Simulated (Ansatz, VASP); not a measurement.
**Be3Te: VASP beside Ansatz**

```
Be Te
1.0
     4.36210    0.00000    0.00000
    -2.18105    3.77769    0.00000
     0.00000    0.00000    4.24163
Be Te
3 1
Direct
  0.00000 0.00000 0.00000
  0.33333 0.66667 0.74571
  0.33333 0.66667 0.25429
  0.66667 0.33333 0.00000
```

Alike in both runs: functional PBE; k mesh 7 × 7 × 3; occupations gaussian, width 0.2 eV; no spin polarisation.

Ansatz relaxed the structure, and its values are those at the end. VASP's run is a single point on that final structure, the one shown.

|  | VASP | Ansatz |
| --- | --- | --- |
| version | VASP 6.6.1 | Ansatz 0.2.0 |
| potentials or method | VASP PAW PBE potentials, release 64 (Be, Te), cutoff 600 eV | scalar-relativistic, plane waves, PAW |
| valence electrons in the cell | 12 | 22 |

|  | VASP | Ansatz | Ansatz less VASP |
| --- | --- | --- | --- |
| gap on the k mesh at the Fermi level (eV) | none | none | - |
| pressure (GPa) | 0.0 | -0.1 | -0.08 |
| rms of the force components (eV/Å) | 0.004 | 0.003 | -0.0018 |

A gap of «none» marks a metal or a gap that the smearing closes. VASP's potentials hold 12 valence electrons a cell and Ansatz's 22, so a difference there can come from the potentials and not from the codes.

The k mesh is coarse, so the values compare programs but aren't converged. Neither program's run includes spin-orbit coupling.
